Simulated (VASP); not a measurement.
Ga4SnS3, 16 atoms in the cell. The structure is trigonal, space group P-3m1 (No. 164). Conventional cell: a = 3.581 Å, b = 3.581 Å, c = 40.680 Å, α = 90.00°, β = 90.00°, γ = 120.00°. Within 3.1 Å of Ga (site symmetry 3m) lie 3 S at 2.34 Å and 1 Ga at 2.47 Å. Within 3.1 Å of Ga (site symmetry 3m) lie 3 S at 2.35 Å and 1 Ga at 2.47 Å. Ga (site symmetry 3m) has 3 S at 2.34 Å and 1 Ga at 2.47 Å within 3.1 Å. Ga (site symmetry 3m) has 3 Sn at 3.14 Å and 6 Ga at 3.58 Å and 3 S at 4.22 Å within 4.3 Å. Sn (site symmetry 3m) has 3 Ga at 3.14 Å and 9 Sn at 3.31 to 3.58 Å within 4.1 Å. S (site symmetry 3m) has 3 Ga at 2.34 Å within 3.1 Å. S (site symmetry 3m) has 3 Ga at 2.35 Å within 3.1 Å. S (site symmetry 3m) has 3 Ga at 2.34 Å within 3.1 Å. 

| Quantity | Value |
| --- | --- |
| Program | VASP 6.6.1 |
| Task | single point |
| Functional | PBE |
| Potentials or basis | VASP PAW PBE potentials, release 64 (Ga_d, Sn_d, S) |
| Cutoff | 520 eV |
| k mesh | 12 × 12 × 1 |
| Occupations | gaussian, width 0.1 eV |
| Spin | no spin polarisation |
| Dipole correction | no |
| Further INCAR settings | LREAL = Auto; ALGO = Normal; EDIFF = 1e-06; NBANDS = 98 |

Potentials or basis: VASP PAW PBE potentials, release 64 (Ga_d, Sn_d, S).

The run is started by

```console
$ cat potpaw_PBE.64/Ga_d/POTCAR potpaw_PBE.64/Sn_d/POTCAR potpaw_PBE.64/S/POTCAR > POTCAR
$ mpirun -np 1 vasp_std > vasp.out
```

Hardware: 1 thread of Intel Xeon 8259CL, on a shared host.

Problem. How long does it take, and how much memory?

Solution. Wall time 55 min on 1 thread of Intel Xeon 8259CL (shared host), peak memory 0.87 GiB. Counts: scf iterations 19, k points 19.
